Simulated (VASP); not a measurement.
Si: relaxation of cell and atoms with PBE

The system is Si.

```
Si
1.0
     5.09667    0.00000    0.00000
    -2.54833    4.41385    0.00000
     0.00000    0.00000    3.12448
Si
3
Direct
  0.00000 0.00000 0.00000
  0.33333 0.66667 0.50000
  0.66667 0.33333 0.50000
```

This isn't the form of Si at room conditions, which is diamond.

- Program: VASP 6.6.1
- Task: relaxation of cell and atoms
- Functional: PBE
- Potentials or basis: VASP PAW PBE potentials, release 64 (Si)
- Cutoff: 600 eV
- k mesh: 6 × 6 × 6
- Occupations: gaussian, width 0.1 eV
- Spin: no spin polarisation
- Dipole correction: no
- Further INCAR settings: ALGO = Normal; EDIFF = 1e-06; IBRION = 2; EDIFFG = -0.04; NSW = 90; ISIF = 3

```
Relaxed volume                        : 14.72 Å³/atom
Relaxed cell                          : a = 4.501 Å, b = 4.501 Å, c = 2.517 Å, α = 90.00°, β = 90.00°, γ = 120.00°
Space group after relaxing (to 0.1 Å) : P6/mmm (No. 191)
Energy gained by relaxing             : 656.1 meV/atom
Ionic steps                           : 9
Pressure after relaxing               : 0.0 GPa
Band gap on the k mesh                : zero (bands 6 and 7 overlap by 6.32 eV)
```

Stress tensor (GPa, compression positive):
```
 0.11  0.00  0.00
 0.00  0.11  0.00
 0.00  0.00 -0.29
```

Step by step:
| step | energy change (eV) | largest force (eV/Å) | pressure (GPa) | volume (Å³) |
| --- | --- | --- | --- | --- |
| 1 | 0.0000 | 0.0000 | -14.97 | 70.29 |
| 2 | -1.6698 | 0.0000 | -8.18 | 50.27 |
| 3 | -1.8756 | 0.0000 | -0.46 | 44.55 |
| 4 | -1.8792 | 0.0000 | 1.46 | 43.66 |
| 5 | -1.8627 | 0.0000 | 6.12 | 42.12 |
| 6 | -1.9567 | 0.0000 | 2.64 | 42.93 |
| 7 | -1.9570 | 0.0000 | 2.77 | 42.88 |
| 8 | -1.9677 | 0.0000 | -0.59 | 44.43 |
| 9 | -1.9682 | 0.0000 | -0.02 | 44.15 |

Final structure:
```
CELL_PARAMETERS angstrom
4.50065 0.00000 0.00000
-2.25032 3.89767 0.00000
0.00000 0.00000 2.51693
ATOMIC_POSITIONS crystal
Si 0.00000 0.00000 0.00000
Si 0.33333 0.66667 0.50000
Si 0.66667 0.33333 0.50000
```

Levels at points of the mesh, in eV from the Fermi level:
```
           k point  band 4  band 5  band 6  band 7  band 8  band 9
(0.00, 0.00, 0.00)   -4.66   -4.66   -4.62   -4.62    6.70    7.87
(0.50, 0.00, 0.00)   -6.91    1.17    1.29    1.94    2.21    5.00
(0.00, 0.00, 0.50)   -1.03   -0.60   -0.60   -0.07    0.77    0.77
(0.50, 0.00, 0.50)   -6.07   -2.36   -2.31   -2.20   -0.76    5.26
```

Run time: 3.5 min on 1 thread of Intel Xeon 8259CL (shared host), peak memory 0.22 GiB.

Caveat: the volume moved by over 15 % at a fixed basis, so the end points are rough.
